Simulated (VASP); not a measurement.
# BaTiO3 (Pm-3m) in VASP: a series of runs

Runs on BaTiO3. Level: PBE. Tasks: single point.

Everything below comes from runs of VASP 6.6.1. Logs are shortened: lines on timing, memory, paths and dates and some standing lists are left out, and cuts for length are marked.

## 1. The cell of the first run

It takes space group Pm-3m (No. 221, cubic). The conventional cell has a = 3.994 Å, b = 3.994 Å, c = 3.994 Å, α = 90.00°, β = 90.00°, γ = 90.00°. Within 3.7 Å of Ba (site symmetry m-3m) lie 12 O at 2.82 Å and 8 Ti at 3.46 Å. Ti (site symmetry m-3m) has 6 O at 2.00 Å within 2.6 Å. O (site symmetry 4/mmm) has 2 Ti at 2.00 Å within 2.6 Å.

## 2. Single point, PBE

Input file INCAR:

```
SYSTEM = BaTiO3
PREC = Accurate
ENCUT = 1340
EDIFF = 1E-6
ISMEAR = -1
SIGMA = 0.02
LREAL = .FALSE.
LASPH = .TRUE.
NELM = 120
ALGO = Normal
ISIF = 2
LWAVE = .FALSE.
LCHARG = .TRUE.
GGA = PE
LELF = .TRUE.
LVHAR = .TRUE.
NBANDS = 28
GGA_COMPAT = .FALSE.
```

Input file KPOINTS:

```
Automatic mesh
0
G
  6 6 6
  0 0 0
```

Input file POSCAR:

```
BaTiO3
1.0
    3.9940965264      0.0000000000      0.0000000000
    0.0000000000      3.9940965264      0.0000000000
    0.0000000000      0.0000000000      3.9940965264
Ba Ti O
1 1 3
Direct
    0.0000000000      0.0000000000      0.0000000000
    0.5000000000      0.5000000000      0.5000000000
    0.5000000000      0.5000000000      0.0000000000
    0.5000000000      0.0000000000      0.5000000000
    0.0000000000      0.5000000000      0.5000000000
```

Potentials or basis: VASP PAW PBE potentials, release 64 (Ba_sv, Ti_sv, O_h).

Launch:

```bash
> cat potpaw_PBE.64/Ba_sv/POTCAR potpaw_PBE.64/Ti_sv/POTCAR potpaw_PBE.64/O_h/POTCAR > POTCAR
> mpirun -np 1 vasp_std > vasp.out
```

OUTCAR:

```text
SYSTEM = BaTiO3
   PREC = Accurate
   ENCUT = 1340
   EDIFF = 1E-6
   ISMEAR = -1
   LREAL = .FALSE.
   LASPH = .TRUE.
   NELM = 120
   ISIF = 2
   GGA = PE

 ion  position               nearest neighbor table
   1  0.000  0.000  0.000-   3 2.82   4 2.82   5 2.82   4 2.82   5 2.82   3 2.82   5 2.82   5 2.82
                             3 2.82   4 2.82   4 2.82   3 2.82   2 3.46   2 3.46   2 3.46   2 3.46
   2  0.500  0.500  0.500-   3 2.00   4 2.00   5 2.00   3 2.00   4 2.00   5 2.00   1 3.46   1 3.46
                             1 3.46   1 3.46   1 3.46   1 3.46   1 3.46   1 3.46
   3  0.500  0.500  0.000-   2 2.00   2 2.00   1 2.82   1 2.82   1 2.82   1 2.82
   4  0.500  0.000  0.500-   2 2.00   2 2.00   1 2.82   1 2.82   1 2.82   1 2.82
   5  0.000  0.500  0.500-   2 2.00   2 2.00   1 2.82   1 2.82   1 2.82   1 2.82

  LATTYP: Found a simple cubic cell.
 ALAT       =     3.9940965264

  Lattice vectors:

 A1 = (   3.9940965264,   0.0000000000,   0.0000000000)
 A2 = (   0.0000000000,   3.9940965264,   0.0000000000)
 A3 = (   0.0000000000,   0.0000000000,   3.9940965264)

Analysis of symmetry for initial positions (statically):
=====================================================================
 Subroutine PRICEL returns:
 Original cell was already a primitive cell.

 Routine SETGRP: Setting up the symmetry group for a
 simple cubic supercell.

 Subroutine GETGRP returns: Found 48 space group operations
 (whereof 48 operations were pure point group operations)
 out of a pool of 48 trial point group operations.

The static configuration has the point symmetry O_h .

Analysis of symmetry for dynamics (positions and initial velocities):
=====================================================================
 Subroutine PRICEL returns:
 Original cell was already a primitive cell.

 Routine SETGRP: Setting up the symmetry group for a
 simple cubic supercell.

 Subroutine GETGRP returns: Found 48 space group operations
 (whereof 48 operations were pure point group operations)
 out of a pool of 48 trial point group operations.

The dynamic configuration has the point symmetry O_h .

 Subroutine INISYM returns: Found 48 space group operations
 (whereof 48 operations are pure point group operations),
 and found     1 'primitive' translations

----------------------------------------------------------------------------------------

[... 93 lines left out ...]
   EDIFF  = 0.1E-05   stopping-criterion for ELM
   LREAL  =      F    real-space projection
   EDIFFG = 0.1E-04   stopping-criterion for IOM
   NSW    =      0    number of steps for IOM
   IBRION =     -1    ionic relax: 0-MD 1-quasi-New 2-CG
   NFREE  =      0    steps in history (QN), initial steepest desc. (CG)
   ISIF   =      2    stress and relaxation
   ISYM   =      2    0-nonsym 1-usesym 2-fastsym
   POTIM  = 0.5000    time-step for ionic-motion
   TEBEG  =    0.0;   TEEND  =   0.0 temperature during run
   PSTRESS=    0.0 pullay stress
   NELECT =      40.0000    total number of electrons
   NUPDOWN=      -1.0000    fix difference up-down
   EMIN   =  10.00;   EMAX   =-10.00  energy-range for DOS
   EFERMI =   0.00;   METHOD = LEGACY
   ISMEAR =    -1;   SIGMA  =   0.02  broadening in eV -4-tet -1-fermi 0-gaus
   EFERMI_NEDOS =   21; number of points for ismear=-14 and -15
   IALGO  =     38    algorithm
   IMIX   =      4    mixing-type and parameters
     AMIX     =   0.40;   BMIX     =  1.00
     AMIX_MAG =   1.60;   BMIX_MAG =  1.00
  volume/ion in A,a.u.               =      12.74        86.00
  Fermi-wavevector in a.u.,A,eV,Ry     =   1.401768  2.648958 26.734832  1.964955
  Thomas-Fermi vector in A             =   2.524597
   LORBIT       =      0    0 simple, 1 ext, 2 COOP (PROOUT), +10 PAW based schemes
   GGA     = PE    functional components
   LHFCALC =     F    Hartree Fock is set to
   AEXX    =    0.0000 exact exchange contribution
   IVDW    =     0    specifies the selected vdW correction
   LEPSILON=     F    determine dielectric tensor
   LRPA    =     F    only Hartree local field effects (RPA)
 non-spin polarized calculation
  energy-cutoff  :     1340.00
  volume of cell :       63.72
 maximum number of plane-waves:      7123
 NGX is ok and might be reduce to    48
   NGX = 23   NGY = 23   NGZ = 23

 number of electron      40.0000001 magnetization

 Free energy of the ion-electron system (eV)
  ---------------------------------------------------
  ext. energy  EPLUGINS =         0.00000000
  ---------------------------------------------------
  free energy    TOTEN  =       -39.98207250 eV

  energy without entropy =      -39.98207250  energy(sigma->0) =      -39.98207250

 E-fermi :   4.8210     XC(G=0): -11.2971

 val. band max:        4.2405846957   @ k =   0.5000   0.5000   0.5000
 cond. band min:       6.0012537261   @ k =   0.0000   0.0000   0.0000
 fundamental gap:      1.7606690303
 Fermi energy:         4.8210381021

 k-point     1 :       0.0000    0.0000    0.0000
  band No.  band energies     occupation
      1     -52.3703      2.00000
      2     -28.5842      2.00000
      3     -28.5842      2.00000
      4     -28.5842      2.00000
      5     -20.5530      2.00000
      6     -12.6628      2.00000
[... 609 lines left out ...]
     27      11.9821      0.00000
     28      11.9821      0.00000

------------------------ aborting loop because EDIFF is reached ----------------------------------------

  FORCE on cell =-STRESS in cart. coord.  units (eV):
  Direction    XX          YY          ZZ          XY          YZ          ZX
  --------------------------------------------------------------------------------------
  -------------------------------------------------------------------------------------
  Total        1.8459391      1.8459391      1.8459391      0.0000000      0.0000000     -0.0000000
  in kB       46.4164888     46.4164888     46.4164888      0.0000000      0.0000000     -0.0000000
  external PRESSURE =      46.4164888 kB  Pullay stress =       0.0000000 kB

 VOLUME and BASIS-vectors are now :
 -----------------------------------------------------------------------------
  energy-cutoff  :     1340.00
  volume of cell :       63.72
      direct lattice vectors                 reciprocal lattice vectors
     3.994096526  0.000000000  0.000000000     0.250369512  0.000000000  0.000000000
     0.000000000  3.994096526  0.000000000     0.000000000  0.250369512  0.000000000
     0.000000000  0.000000000  3.994096526     0.000000000  0.000000000  0.250369512

 POSITION                                       TOTAL-FORCE (eV/Angst)
 -----------------------------------------------------------------------------------
      0.00000      0.00000      0.00000         0.000000      0.000000      0.000000
      1.99705      1.99705      1.99705         0.000000      0.000000      0.000000
      1.99705      1.99705      0.00000         0.000000      0.000000      0.000000
      1.99705      0.00000      1.99705         0.000000      0.000000      0.000000
      0.00000      1.99705      1.99705         0.000000      0.000000      0.000000
 -----------------------------------------------------------------------------------
    total drift:                                0.000000     -0.000000     -0.000000

  FREE ENERGIE OF THE ION-ELECTRON SYSTEM (eV)
  ---------------------------------------------------
  free  energy   TOTEN  =       -39.9820725036 eV

  energy  without entropy=      -39.9820725036  energy(sigma->0) =      -39.98207250
```

OSZICAR:

```text
N       E                     dE             d eps       ncg     rms          rms(c)
DAV:   1     0.675647255087E+03    0.67565E+03   -0.35886E+04  1120   0.313E+03
DAV:   2     0.776706723650E+02   -0.59798E+03   -0.57161E+03  1168   0.655E+02
DAV:   3    -0.425959332655E+02   -0.12027E+03   -0.11310E+03  1664   0.215E+02
DAV:   4    -0.505756210422E+02   -0.79797E+01   -0.79479E+01  1496   0.543E+01
DAV:   5    -0.509139258509E+02   -0.33830E+00   -0.33806E+00  1740   0.106E+01    0.233E+01
DAV:   6    -0.400974332370E+02    0.10816E+02   -0.55905E+01  1652   0.661E+01    0.984E+00
DAV:   7    -0.401269652884E+02   -0.29532E-01   -0.99317E+00  1516   0.222E+01    0.673E+00
DAV:   8    -0.399763299227E+02    0.15064E+00   -0.70478E-01  1376   0.711E+00    0.362E+00
DAV:   9    -0.400085410270E+02   -0.32211E-01   -0.36597E-01  1612   0.547E+00    0.155E+00
DAV:  10    -0.399869014819E+02    0.21640E-01   -0.14998E-01  1320   0.404E+00    0.661E-01
DAV:  11    -0.399822685813E+02    0.46329E-02   -0.22503E-02  1472   0.934E-01    0.215E-01
DAV:  12    -0.399823317313E+02   -0.63150E-04   -0.41732E-03  1344   0.647E-01    0.138E-01
DAV:  13    -0.399820841088E+02    0.24762E-03   -0.71212E-04  1328   0.301E-01    0.428E-02
DAV:  14    -0.399820704264E+02    0.13682E-04   -0.65639E-05  1660   0.715E-02    0.884E-03
DAV:  15    -0.399820730937E+02   -0.26673E-05   -0.13259E-05  1344   0.315E-02    0.880E-03
DAV:  16    -0.399820725036E+02    0.59007E-06   -0.37533E-06  1116   0.212E-02
   1 F= -.39982073E+02 E0= -.39982073E+02  d E =-.720122E-14
```

stdout:

```text
POSCAR found type information on POSCAR BaTiO
 POSCAR found :  3 types and       5 ions
 scaLAPACK will be used
 LDA part: xc-table for (Slater+PW92), standard interpolation
 POSCAR, INCAR and KPOINTS ok, starting setup
 FFT: planning ... GRIDC
 FFT: planning ... GRID_SOFT
 FFT: planning ... GRID
 WAVECAR not read
 entering main loop
```

Run time: 3 min. Hardware: 1 thread of AMD EPYC 7R43 (Zen 3), shared host; peak memory 0.38 GiB.

What came out:

```
Free energy            : -39.9821 eV
Pressure               : 4.6 GPa
Band gap on the k mesh : 1.76 eV (least direct gap 1.90 eV)
```

Caveat: the cell stands under pressure; spin-orbit coupling is left out, which moves the levels of the heavy elements.

(Continued in part 2 of 2.)
